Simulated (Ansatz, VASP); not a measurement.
**Si4N: VASP beside Ansatz**

```
Si N
1.0
     3.81940   -0.00148    0.00089
    -1.91098    3.30942   -0.00055
     0.00319   -0.00042   15.02633
Si N
8 2
Direct
  0.00003 0.99996 0.39051
  0.00029 0.00020 0.89051
  0.00003 0.00002 0.10949
  0.00005 0.99994 0.60948
  0.33303 0.66659 0.17211
  0.33308 0.66654 0.67211
  0.33316 0.66651 0.32789
  0.33339 0.66673 0.82789
  0.00026 0.00020 0.00000
  0.00001 0.99997 0.50000
```

Change from the starting cell: cell x2, atoms moved at random (sigma 0.15 Å) and cell strained at random (1.5 %), then relaxed without symmetry.

Alike in both runs: functional PBE; k mesh 6 × 6 × 2; occupations gaussian, width 0.2 eV; no spin polarisation.

Ansatz relaxed the structure, and its values are those at the end. VASP's run is a single point on that final structure, the one shown.

|  | VASP | Ansatz |
| --- | --- | --- |
| version | VASP 6.6.1 | Ansatz 0.2.0 |
| potentials or method | VASP PAW PBE potentials, release 64 (Si, N), cutoff 520 eV | scalar-relativistic, plane waves, PAW |
| valence electrons in the cell | 42 | 42 |

Ansatz gave:

- gap on the k mesh at the Fermi level (eV): none
- pressure (GPa): 0.0
- rms of the force components (eV/Å): 0.000

Question: What did VASP give for the same quantities?

Answer: gap on the k mesh at the Fermi level (eV): none; pressure (GPa): -0.1; rms of the force components (eV/Å): 0.007.

A gap of «none» marks a metal or a gap that the smearing closes.
